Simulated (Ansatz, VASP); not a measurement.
# Two plane-wave programs on TaCu3H6

The input INCAR:

```
SYSTEM = TaCu3H6
ALGO = Normal
EDIFF = 1E-6
EDIFFG = -0.01
ENCUT = 600
GGA = PE
IBRION = 2
ISIF = 3
ISMEAR = 0
LASPH = .TRUE.
LCHARG = .FALSE.
LREAL = .FALSE.
LWAVE = .FALSE.
NELM = 100
NSW = 100
PREC = Accurate
SIGMA = 0.1
```

KPOINTS

```
k-points
0
G
  10 10 10
  0 0 0
```

POSCAR

```
TaCu3H6
1.0
    0.0000000000      3.5051098790      3.5051098790
    3.5051098790      0.0000000000      3.5051098790
    3.5051098790      3.5051098790      0.0000000000
Ta Cu H
1 3 6
Direct
    0.0000000000      0.0000000000      0.0000000000
    0.7500000000      0.7500000000      0.7500000000
    0.2500000000      0.2500000000      0.2500000000
    0.5000000000      0.5000000000      0.5000000000
    0.7381164347      0.2618835653      0.2618835653
    0.2618835653      0.2618835653      0.7381164347
    0.2618835653      0.7381164347      0.7381164347
    0.2618835653      0.7381164347      0.2618835653
    0.7381164347      0.2618835653      0.7381164347
    0.7381164347      0.7381164347      0.2618835653
```

Input for Ansatz:

```yaml
crystal:
  lattice:
    - [0.0, 3.505109879, 3.505109879]
    - [3.505109879, 0.0, 3.505109879]
    - [3.505109879, 3.505109879, 0.0]
  atoms:
    - { symbol: Ta, position: [0.0, 0.0, 0.0] }
    - { symbol: Cu, position: [0.75, 0.75, 0.75] }
    - { symbol: Cu, position: [0.25, 0.25, 0.25] }
    - { symbol: Cu, position: [0.5, 0.5, 0.5] }
    - { symbol: H, position: [0.7381164347, 0.2618835653, 0.2618835653] }
    - { symbol: H, position: [0.2618835653, 0.2618835653, 0.7381164347] }
    - { symbol: H, position: [0.2618835653, 0.7381164347, 0.7381164347] }
    - { symbol: H, position: [0.2618835653, 0.7381164347, 0.2618835653] }
    - { symbol: H, position: [0.7381164347, 0.2618835653, 0.7381164347] }
    - { symbol: H, position: [0.7381164347, 0.7381164347, 0.2618835653] }
basis:
  ecutwfc: 420
kpoints:
  mp_grid: { grid: [10, 10, 10] }
hamiltonian:
  xc: pbe
scf:
  occupations: { method: gaussian, width: 0.1 }
output:
  forces: true
  stress: true
  eigenvalues: true
  write_density: true
  write_potential: true
  elf: true
  volumetric_format: npy
relax:
  adjacent_minimum: "off"
  f_tol: 0.01
  max_steps: 80
  cell: { stress_tol: 0.05 }
```

Change from the starting cell: species swapped into the Cs3ScCl6 type (Fm-3m, No. 225).

Alike in both runs: task relaxation of cell and atoms; functional PBE; k mesh 10 × 10 × 10; occupations gaussian, width 0.1 eV; no spin polarisation.

```csv
,VASP,Ansatz
version,VASP 6.6.1,Ansatz 0.2.0
potentials or method,"VASP PAW PBE potentials, release 64 (Ta_pv, Cu, H), cutoff 600 eV","scalar-relativistic, plane waves, PAW"
valence electrons in the cell,50,76
```

VASP gave:

- gap on the k mesh at the Fermi level, each at its own relaxed structure (eV): none
- relaxed volume (Å³/atom): 8.67
- relaxed length of the cell vector where the two differ most in proportion (Å): 4.968

Problem. Which values does Ansatz return?

Solution. gap on the k mesh at the Fermi level, each at its own relaxed structure (eV): none; relaxed volume (Å³/atom): 8.64; relaxed length of the cell vector where the two differ most in proportion (Å): 4.963.

A gap of «none» marks a metal or a gap that the smearing closes. VASP's potentials hold 50 valence electrons a cell and Ansatz's 76, so a difference there can come from the potentials and not from the codes.

Spin-orbit coupling is off throughout.
